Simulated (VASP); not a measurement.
# TiO2 (Pbcn) in VASP: a series of runs, part 2 of 2

VASP 6.6.1.

**3. Single point, r2SCAN+U**

This run uses another cell than the first one, of 10.35 Å³/atom.

POSCAR reads:

```
TiO2
1.0
    4.5563680513      0.0000000000      0.0000000000
    0.0000000000      5.5091832317      0.0000000000
    0.0000000000      0.0000000000      4.9471610063
Ti O
4 8
Direct
    0.5000000000      0.6685858255      0.7500000000
    0.0000000000      0.8314141745      0.2500000000
    0.5000000000      0.3314141745      0.2500000000
    0.0000000000      0.1685858255      0.7500000000
    0.7275911767      0.6163679017      0.0809487347
    0.2275911767      0.8836320983      0.9190512653
    0.7724088233      0.8836320983      0.5809487347
    0.2724088233      0.6163679017      0.4190512653
    0.7275911767      0.3836320983      0.5809487347
    0.2275911767      0.1163679017      0.4190512653
    0.7724088233      0.1163679017      0.0809487347
    0.2724088233      0.3836320983      0.9190512653
```

INCAR.step1 reads:

```
SYSTEM = TiO2
  ALGO = Normal
  EDIFF = 1E-4
  ENCUT = 520
  GGA = PE
  ISMEAR = 0
  KPAR = 4
  LASPH = .True.
  LCHARG = .False.
  LDAU = .True.
  LDAUJ = 0 0
  LDAUL = 2 -1
  LDAUTYPE = 2
  LDAUU = 4 0
  LMAXMIX = 4
  LREAL = .False.
  LWAVE = .True.
  NBANDS = 60
  NELM = 150
  PREC = Accurate
  SIGMA = 0.02
```

INCAR.step2 reads:

```
SYSTEM = TiO2
  ALGO = Normal
  EDIFF = 1E-6
  ENCUT = 520
  ISIF = 2
  ISMEAR = 0
  ISTART = 1
  KPAR = 4
  LASPH = .True.
  LCHARG = .True.
  LDAU = .True.
  LDAUJ = 0 0
  LDAUL = 2 -1
  LDAUPRINT = 1
  LDAUTYPE = 2
  LDAUU = 4 0
  LMAXMIX = 4
  LMIXTAU = .True.
  LREAL = .False.
  LVHAR = .True.
  LWAVE = .False.
  METAGGA = R2SCAN
  NBANDS = 60
  NELM = 150
  PREC = Accurate
  SIGMA = 0.02
```

KPOINTS reads:

```
k-points
0
Gamma
  6 4 6
  0 0 0
```

Potentials or basis: VASP PAW PBE potentials, release 64 (Ti_sv, O).

Run with:

```console
> cat potpaw_PBE.64/Ti_sv/POTCAR potpaw_PBE.64/O/POTCAR > POTCAR
> cp INCAR.step1 INCAR
> mpirun -np 4 vasp_std > vasp.out
> cp INCAR.step2 INCAR
> mpirun -np 4 vasp_std > vasp.out
```

OUTCAR:

```text
SYSTEM = TiO2
   EDIFF = 1E-6
   ENCUT = 520
   ISIF = 2
   ISMEAR = 0
   ISTART = 1
   LASPH = .True.
   LREAL = .False.
   METAGGA = R2SCAN
   NELM = 150
   PREC = Accurate

 ion  position               nearest neighbor table
   1  0.500  0.669  0.750-   6 1.91   7 1.91   5 1.96   8 1.96   9 2.06  12 2.06
   2  0.000  0.831  0.250-   5 1.91   8 1.91   7 1.96   6 1.96  10 2.06  11 2.06
   3  0.500  0.331  0.250-  10 1.91  11 1.91   9 1.96  12 1.96   5 2.06   8 2.06
   4  0.000  0.169  0.750-   9 1.91  12 1.91  11 1.96  10 1.96   6 2.06   7 2.06
   5  0.728  0.616  0.081-   2 1.91   1 1.96   3 2.06
   6  0.228  0.884  0.919-   1 1.91   2 1.96   4 2.06
   7  0.772  0.884  0.581-   1 1.91   2 1.96   4 2.06
   8  0.272  0.616  0.419-   2 1.91   1 1.96   3 2.06
   9  0.728  0.384  0.581-   4 1.91   3 1.96   1 2.06
  10  0.228  0.116  0.419-   3 1.91   4 1.96   2 2.06
  11  0.772  0.116  0.081-   3 1.91   4 1.96   2 2.06
  12  0.272  0.384  0.919-   4 1.91   3 1.96   1 2.06

[... 355 lines left out ...]
      3     -55.1749      2.00000
      4     -55.1710      2.00000
      5     -30.5192      2.00000
      6     -30.4444      2.00000
[... 1501 lines left out ...]
     59       9.3678      0.00000
     60       9.3678      0.00000

 [... further k-points ...]

------------------------ aborting loop because EDIFF is reached ----------------------------------------

  FORCE on cell =-STRESS in cart. coord.  units (eV):
  Direction    XX          YY          ZZ          XY          YZ          ZX
  --------------------------------------------------------------------------------------
  -------------------------------------------------------------------------------------
  Total        4.7341286      4.0154571      4.7916140      0.0000000      0.0000000      0.0000000
  in kB       61.0785292     51.8064123     61.8201919      0.0000000      0.0000000      0.0000000
  external PRESSURE =      58.2350445 kB  Pullay stress =       0.0000000 kB

 VOLUME and BASIS-vectors are now :
 -----------------------------------------------------------------------------
  energy-cutoff  :      520.00
  volume of cell :      124.18
      direct lattice vectors                 reciprocal lattice vectors
     4.556368051  0.000000000  0.000000000     0.219473052  0.000000000  0.000000000
     0.000000000  5.509183232  0.000000000     0.000000000  0.181515110  0.000000000
     0.000000000  0.000000000  4.947161006     0.000000000  0.000000000  0.202136134

 POSITION                                       TOTAL-FORCE (eV/Angst)
 -----------------------------------------------------------------------------------
      2.27818      3.68336      3.71037        -0.000000     -0.294166     -0.000000
      0.00000      4.58041      1.23679         0.000000      0.294166     -0.000000
      2.27818      1.82582      1.23679         0.000000      0.294166     -0.000000
      0.00000      0.92877      3.71037        -0.000000     -0.294166     -0.000000
      3.31517      3.39568      0.40047         0.002225     -0.153171      0.015213
      1.03699      4.86809      4.54669         0.002225      0.153171     -0.015213
      3.51938      4.86809      2.87405        -0.002225      0.153171      0.015213
      1.24119      3.39568      2.07311        -0.002225     -0.153171     -0.015213
      3.31517      2.11350      2.87405         0.002225      0.153171      0.015213
      1.03699      0.64109      2.07311         0.002225     -0.153171     -0.015213
      3.51938      0.64109      0.40047        -0.002225     -0.153171      0.015213
      1.24119      2.11350      4.54669        -0.002225      0.153171     -0.015213
 -----------------------------------------------------------------------------------
    total drift:                                0.000000      0.000000      0.000000

  FREE ENERGIE OF THE ION-ELECTRON SYSTEM (eV)
  ---------------------------------------------------
  free  energy   TOTEN  =      -129.3063437185 eV

  energy  without entropy=     -129.3063437185  energy(sigma->0) =     -129.30634372
```

OUTCAR.step1:

```text
SYSTEM = TiO2
   EDIFF = 1E-4
   ENCUT = 520
   GGA = PE
   ISMEAR = 0
   LASPH = .True.
   LREAL = .False.
   NELM = 150
[... 1779 lines left out ...]
      1.03699      0.64109      2.07311         0.051245     -0.126523     -0.020135
      3.51938      0.64109      0.40047        -0.051245     -0.126523      0.020135
      1.24119      2.11350      4.54669        -0.051245      0.126523     -0.020135
 -----------------------------------------------------------------------------------
    total drift:                                0.000000      0.000000      0.000000

  FREE ENERGIE OF THE ION-ELECTRON SYSTEM (eV)
  ---------------------------------------------------
  free  energy   TOTEN  =       -96.6436292537 eV

  energy  without entropy=      -96.6436292537  energy(sigma->0) =      -96.64362925
```

OSZICAR.step1:

```text
N       E                     dE             d eps       ncg     rms          rms(c)
DAV:   1     0.154751145121E+04    0.15475E+04   -0.47473E+04  5760   0.192E+03
DAV:   2     0.188457145925E+03   -0.13591E+04   -0.12893E+04  5824   0.602E+02
DAV:   3    -0.112438490511E+03   -0.30090E+03   -0.29232E+03  7264   0.247E+02
DAV:   4    -0.134404947690E+03   -0.21966E+02   -0.21914E+02  8440   0.718E+01
DAV:   5    -0.135580477375E+03   -0.11755E+01   -0.11750E+01  8840   0.137E+01    0.446E+01
DAV:   6    -0.961466330134E+02    0.39434E+02   -0.20465E+02  8168   0.998E+01    0.149E+01
DAV:   7    -0.966631758991E+02   -0.51654E+00   -0.21096E+01  8112   0.229E+01    0.941E+00
DAV:   8    -0.967625652461E+02   -0.99389E-01   -0.44960E+00  7468   0.140E+01    0.430E+00
DAV:   9    -0.966399449363E+02    0.12262E+00   -0.19135E+00  7432   0.968E+00    0.212E+00
DAV:  10    -0.966587888123E+02   -0.18844E-01   -0.53632E-01  8020   0.391E+00    0.953E-01
DAV:  11    -0.966434001388E+02    0.15389E-01   -0.89354E-02  7364   0.178E+00    0.135E-01
DAV:  12    -0.966440888228E+02   -0.68868E-03   -0.43440E-03  7552   0.438E-01    0.171E-01
DAV:  13    -0.966436141775E+02    0.47465E-03   -0.17026E-03  7124   0.254E-01    0.185E-02
DAV:  14    -0.966436292537E+02   -0.15076E-04   -0.11320E-04  3676   0.667E-02
   1 F= -.96643629E+02 E0= -.96643629E+02  d E =-.179752E-27
```

Run time: 6.1 min. Hardware: 4 MPI ranks of Oxide Virtual Turin-like, shared host; peak memory 0.4 GiB.

What came out:

```
Free energy            : -129.3063 eV
Pressure               : 5.8 GPa
Largest force          : 0.294 eV/Å
Band gap on the k mesh : 3.48 eV (least direct gap 3.54 eV)
```

Forces on the atoms (eV/Å):
```
Ti   0.000 -0.294  0.000
Ti   0.000  0.294  0.000
Ti   0.000  0.294  0.000
Ti   0.000 -0.294  0.000
O    0.002 -0.153  0.015
O    0.002  0.153 -0.015
O   -0.002  0.153  0.015
O   -0.002 -0.153 -0.015
O    0.002  0.153  0.015
O    0.002 -0.153 -0.015
O   -0.002 -0.153  0.015
O   -0.002  0.153 -0.015
```

Levels at points of the mesh, in eV from the valence-band top:
```tsv
k point	band 45	band 46	band 47	band 48	band 49	band 50	band 51	band 52
(0.00, 0.00, 0.00)	-0.43	-0.41	-0.05	0.00	3.54	3.55	3.59	3.69
(0.50, 0.00, 0.00)	-0.40	-0.40	-0.26	-0.26	3.94	3.94	4.13	4.13
(0.00, 0.50, 0.00)	-1.23	-1.23	-0.17	-0.17	3.72	3.72	4.06	4.06
(0.50, 0.50, 0.00)	-0.61	-0.61	-0.37	-0.37	3.78	3.78	3.87	3.87
(0.00, 0.00, 0.50)	-0.43	-0.43	-0.32	-0.32	3.48	3.48	3.92	3.92
(0.50, 0.00, 0.50)	-0.49	-0.49	-0.49	-0.49	3.83	3.83	3.83	3.83
(0.00, 0.50, 0.50)	-0.48	-0.48	-0.48	-0.48	3.82	3.82	3.82	3.82
(0.50, 0.50, 0.50)	-0.81	-0.81	-0.81	-0.81	3.77	3.77	3.77	3.77
```

Eigenvalues of the final occupation matrices:
```csv
site,spin,trace,eigenvalues
site 1 d,1,0.76,0.08 0.09 0.10 0.24 0.25
site 1 d,2,0.76,0.08 0.09 0.10 0.24 0.25
site 2 d,1,0.76,0.08 0.09 0.10 0.24 0.25
site 2 d,2,0.76,0.08 0.09 0.10 0.24 0.25
site 3 d,1,0.76,0.08 0.09 0.10 0.24 0.25
site 3 d,2,0.76,0.08 0.09 0.10 0.24 0.25
site 4 d,1,0.76,0.08 0.09 0.10 0.24 0.25
site 4 d,2,0.76,0.08 0.09 0.10 0.24 0.25
```

Caveat: the cell stands under pressure; the PAW data sets were made with another functional, which shifts forces and pressure a little. A k mesh can miss the band edges.

**4. Single point, r2SCAN+U (biaxial strain in the a-b plane: -2.0 %, then relaxed in part)**

POSCAR reads:

```
TiO2
1.0
    4.4652406902      0.0000000000      0.0000000000
    0.0000000000      5.3989995671      0.0000000000
    0.0000000000      0.0000000000      5.0284653651
Ti O
4 8
Direct
    0.5000000000      0.6646478434      0.7500000000
    0.0000000000      0.8353521566      0.2500000000
    0.5000000000      0.3353521566      0.2500000000
    0.0000000000      0.1646478434      0.7500000000
    0.7287822240      0.6161637933      0.0792387440
    0.2287822240      0.8838362067      0.9207612560
    0.7712177760      0.8838362067      0.5792387440
    0.2712177760      0.6161637933      0.4207612560
    0.7287822240      0.3838362067      0.5792387440
    0.2287822240      0.1161637933      0.4207612560
    0.7712177760      0.1161637933      0.0792387440
    0.2712177760      0.3838362067      0.9207612560
```

INCAR.step1 reads:

```
SYSTEM = TiO2
  PREC = Accurate
  ENCUT = 520
  ISMEAR = 0
  SIGMA = 0.02
  LREAL = .FALSE.
  LASPH = .TRUE.
  NELM = 150
  LMAXMIX = 4
  LDAU = .TRUE.
  LDAUTYPE = 2
  LDAUL = 2 -1
  LDAUU = 4 0
  LDAUJ = 0 0
  NBANDS = 60
  GGA = PE
  ALGO = Normal
  EDIFF = 1E-4
  LWAVE = .TRUE.
  LCHARG = .FALSE.
```

INCAR.step2 reads:

```
SYSTEM = TiO2
  PREC = Accurate
  ENCUT = 520
  EDIFF = 1E-7
  ISMEAR = 0
  SIGMA = 0.02
  LREAL = .FALSE.
  LASPH = .TRUE.
  NELM = 150
  ALGO = Normal
  ISIF = 2
  LWAVE = .FALSE.
  LCHARG = .FALSE.
  LMAXMIX = 4
  LDAU = .TRUE.
  LDAUTYPE = 2
  LDAUL = 2 -1
  LDAUU = 4 0
  LDAUJ = 0 0
  LDAUPRINT = 1
  METAGGA = R2SCAN
  LMIXTAU = .TRUE.
  NBANDS = 60
  ISTART = 1
```

KPOINTS reads:

```
regular mesh
0
G
  6 4 6
  0 0 0
```

Run with:

```console
> cat potpaw_PBE.64/Ti_sv/POTCAR potpaw_PBE.64/O/POTCAR > POTCAR
> cp INCAR.step1 INCAR
> mpirun -np 1 vasp_std > vasp.out
> cp INCAR.step2 INCAR
> mpirun -np 1 vasp_std > vasp.out
```

Wall time 61 min (1 thread of Oxide Virtual Turin-like, shared host); peak memory 0.37 GiB.

It converged, with:

- Free energy: -129.1077 eV
- Pressure: 11.2 GPa
- Largest force: 0.257 eV/Å
- Band gap on the k mesh: 3.46 eV (least direct gap 3.50 eV)

Forces on the atoms (eV/Å):
```
Ti   0.000 -0.257  0.000
Ti   0.000  0.257  0.000
Ti   0.000  0.257  0.000
Ti   0.000 -0.257  0.000
O    0.016 -0.135 -0.012
O    0.016  0.135  0.012
O   -0.016  0.135 -0.012
O   -0.016 -0.135  0.012
O    0.016  0.135 -0.012
O    0.016 -0.135  0.012
O   -0.016 -0.135 -0.012
O   -0.016  0.135  0.012
```

Stress tensor (GPa, compression positive):
```
13.51  0.00  0.00
 0.00 14.24  0.00
 0.00  0.00  5.79
```

Levels at points of the mesh, in eV from the valence-band top:
| k point | band 46 | band 47 | band 48 | band 49 | band 50 | band 51 |
| --- | --- | --- | --- | --- | --- | --- |
| (0.00, 0.00, 0.00) | -0.36 | -0.12 | 0.00 | 3.50 | 3.50 | 3.61 |
| (0.50, 0.00, 0.00) | -0.43 | -0.35 | -0.35 | 3.93 | 3.93 | 4.08 |
| (0.00, 0.50, 0.00) | -1.36 | -0.27 | -0.27 | 3.66 | 3.66 | 4.05 |
| (0.50, 0.50, 0.00) | -0.75 | -0.44 | -0.44 | 3.80 | 3.80 | 3.86 |
| (0.00, 0.00, 0.50) | -0.51 | -0.39 | -0.39 | 3.46 | 3.46 | 3.86 |
| (0.50, 0.00, 0.50) | -0.48 | -0.48 | -0.48 | 3.84 | 3.84 | 3.84 |
| (0.00, 0.50, 0.50) | -0.58 | -0.58 | -0.58 | 3.83 | 3.83 | 3.83 |
| (0.50, 0.50, 0.50) | -0.89 | -0.89 | -0.89 | 3.76 | 3.76 | 3.76 |

Eigenvalues of the final occupation matrices:
```csv
site,spin,trace,eigenvalues
site 1 d,1,0.77,0.08 0.09 0.10 0.25 0.25
site 1 d,2,0.77,0.08 0.09 0.10 0.25 0.25
site 2 d,1,0.77,0.08 0.09 0.10 0.25 0.25
site 2 d,2,0.77,0.08 0.09 0.10 0.25 0.25
site 3 d,1,0.77,0.08 0.09 0.10 0.25 0.25
site 3 d,2,0.77,0.08 0.09 0.10 0.25 0.25
site 4 d,1,0.77,0.08 0.09 0.10 0.25 0.25
site 4 d,2,0.77,0.08 0.09 0.10 0.25 0.25
```

Caveat: the cell differs from its parent crystal (biaxial strain in the a-b plane: -2.0 %, then relaxed in part); the stress differs along the axes, from 6 to 14 GPa; the PAW data sets were made with another functional, which shifts forces and pressure a little.

**5. The runs side by side**

| cell | gap on the mesh (eV) | pressure (GPa) | largest force (eV/Å) |
| --- | --- | --- | --- |
| a = 4.602, b = 5.564, c = 4.997 Å, 12 atoms, atomic positions A | 3.36 | -1.6 | 0.28 |
| a = 4.556, b = 5.509, c = 4.947 Å, 12 atoms, atomic positions B | 3.48 | 5.8 | 0.29 |
| a = 4.465, b = 5.399, c = 5.028 Å, 12 atoms, atomic positions C | 3.46 | 11.2 | 0.26 |

Alike in all rows: task single point; level r2SCAN+U; potentials or basis VASP PAW PBE potentials, release 64 (Ti_sv, O); no spin polarisation; Ti d U = 4.0 eV; k mesh 6 × 4 × 6; cutoff (eV) 520; smearing gaussian 0.02 eV.

Caveats: the PAW data sets were made with another functional, which shifts forces and pressure a little; the cell stands under pressure (at least some runs); the stress differs along the axes, from 6 to 14 GPa (at least some runs).

Total energies depend on the potentials used, so only differences within one code and one set of settings carry meaning.
